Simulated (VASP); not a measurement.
TaMn2N3, 6 atoms in the cell. The structure is hexagonal, space group P6/mmm (No. 191). Conventional cell: a = 5.115 Å, b = 5.115 Å, c = 3.764 Å, α = 90.00°, β = 90.00°, γ = 120.00°. Ta (site symmetry 6/mmm) has 6 N at 2.56 Å and 6 Mn at 2.95 Å within 3.4 Å. Within 2.0 Å of Mn (site symmetry -6m2) lie 3 N at 1.48 Å. N (site symmetry mmm) has 2 Mn at 1.48 Å within 2.0 Å. 

- Program: VASP 6.6.1
- Task: single point
- Functional: PBE
- Potentials or basis: VASP PAW PBE potentials, release 64 (Ta_pv, Mn_pv, N)
- Cutoff: 520 eV
- k mesh: 6 × 6 × 4
- Occupations: gaussian, width 0.1 eV
- Spin: collinear spin, ferromagnetic start
- Starting moments: [0.0, 4.0, 4.0, 0.0, 0.0, 0.0] μB
- Dipole correction: no
- Further INCAR settings: ALGO = Normal; EDIFF = 1e-06; NBANDS = 39

Potentials or basis: VASP PAW PBE potentials, release 64 (Ta_pv, Mn_pv, N).

Run with:

```console
$ cat potpaw_PBE.64/Ta_pv/POTCAR potpaw_PBE.64/Mn_pv/POTCAR potpaw_PBE.64/N/POTCAR > POTCAR
$ mpirun -np 1 vasp_std > vasp.out
```

Hardware: 1 thread of Oxide Virtual Turin-like Processor, on a shared host.

Estimate the wall time of this run.

Wall time 3.8 min on 1 thread of Oxide Virtual Turin-like Processor (shared host), peak memory 0.26 GiB. Counts: scf iterations 20, k points 21.
